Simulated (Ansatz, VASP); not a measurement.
# Cs2AgBiBr6 in VASP and in Ansatz

```
Cs Ag Bi Br
1.0
     0.00000    5.42057    5.42057
     5.42057    0.00000    5.42057
     5.42057    5.42057    0.00000
Cs Ag Bi Br
2 1 1 6
Direct
  0.25000 0.25000 0.25000
  0.75000 0.75000 0.75000
  0.50000 0.50000 0.50000
  0.00000 0.00000 0.00000
  0.25575 0.74425 0.25575
  0.25575 0.74425 0.74425
  0.74425 0.25575 0.74425
  0.74425 0.25575 0.25575
  0.25575 0.25575 0.74425
  0.74425 0.74425 0.25575
```

Alike in both runs: functional PBEsol; k mesh 4 × 4 × 4; occupations gaussian, width 0.02 eV; no spin polarisation.

Ansatz relaxed the structure, and its values are those at the end. VASP's run is a single point on that final structure, the one shown.

```csv
,VASP,Ansatz
version,VASP 6.6.1,Ansatz 0.2.0
potentials or method,"VASP PAW PBE potentials, release 64 (Cs_sv, Ag, Bi_d, Br), cutoff 520 eV","scalar-relativistic, plane waves, PAW"
valence electrons in the cell,86,94
```

|  | VASP | Ansatz | Ansatz less VASP |
| --- | --- | --- | --- |
| gap on the k mesh at the Fermi level (eV) | 0.93 | 0.93 | -0.003 |
| least direct gap on the mesh (eV) | 2.34 | 2.34 | -0.003 |
| pressure (GPa) | 3.3 | 3.3 | -0.02 |

VASP's potentials were made for PBE, not for PBEsol. VASP's potentials hold 86 valence electrons a cell and Ansatz's 94, so a difference there can come from the potentials and not from the codes. Ansatz's warnings: stress scf threshold loose.

Spin-orbit coupling is off throughout.
